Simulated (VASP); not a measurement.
Input of a VASP 6.6.1 run:

Contents of INCAR:

```
SYSTEM = Mg5SiN2
PREC     = Accurate       ! precision mode
ENCUT    = 600            ! plane-wave cutoff, eV
EDIFF    = 1E-6           ! SCF threshold, eV
ISMEAR   = 0              ! smearing method
SIGMA    = 0.15           ! smearing width, eV
LREAL    = .FALSE.        ! projectors in reciprocal space
LASPH    = .TRUE.         ! aspherical terms in the spheres
NELM     = 120            ! most SCF steps
ALGO     = Normal         ! electronic algorithm
ISIF     = 2              ! what is computed and relaxed
LWAVE    = .FALSE.        ! write WAVECAR
LCHARG   = .TRUE.         ! write CHGCAR
GGA      = PE             ! functional
LELF     = .TRUE.         ! ELF
LVHAR    = .TRUE.       
NBANDS   = 22             ! bands
GGA_COMPAT= .FALSE.
```

The input KPOINTS:

```
Automatic mesh
0
G
  3 3 2
  0 0 0
```

Contents of POSCAR:

```
Mg5SiN2
1.0
    5.4876403605      0.0000000000      0.0000000000
   -2.7438201803      4.7524359590      0.0000000000
    0.0000000000      0.0000000000      5.4341978715
Mg Si N
5 1 2
Direct
    0.3333333333      0.6666666667      0.0000000000
    0.6666666667      0.3333333333      0.0000000000
    0.5000000000      0.0000000000      0.5000000000
    0.0000000000      0.5000000000      0.5000000000
    0.5000000000      0.5000000000      0.5000000000
    0.0000000000      0.0000000000      0.0000000000
    0.0000000000      0.0000000000      0.6160961338
    0.0000000000      0.0000000000      0.3839038662
```

Potentials or basis: VASP PAW PBE potentials, release 64 (Mg, Si, N).

Command:

```bash
$ cat potpaw_PBE.64/Mg/POTCAR potpaw_PBE.64/Si/POTCAR potpaw_PBE.64/N/POTCAR > POTCAR
$ mpirun -np 1 vasp_std > vasp.out
```

Q: Predict the largest force.

A: 0.167 eV/Å.

Q: What does it give for the band gap on the k mesh?

A: Zero (bands 12 and 13 overlap by 0.92 eV).

Q: Predict the pressure.

A: 0.4 GPa.

Stress tensor (GPa, compression positive):
```
0.49 0.00 0.00
0.00 0.49 0.00
0.00 0.00 0.31
```

Caveat: the k points lie up to 0.58 Å⁻¹ apart, too coarse for converged energies and pressures of a metal.
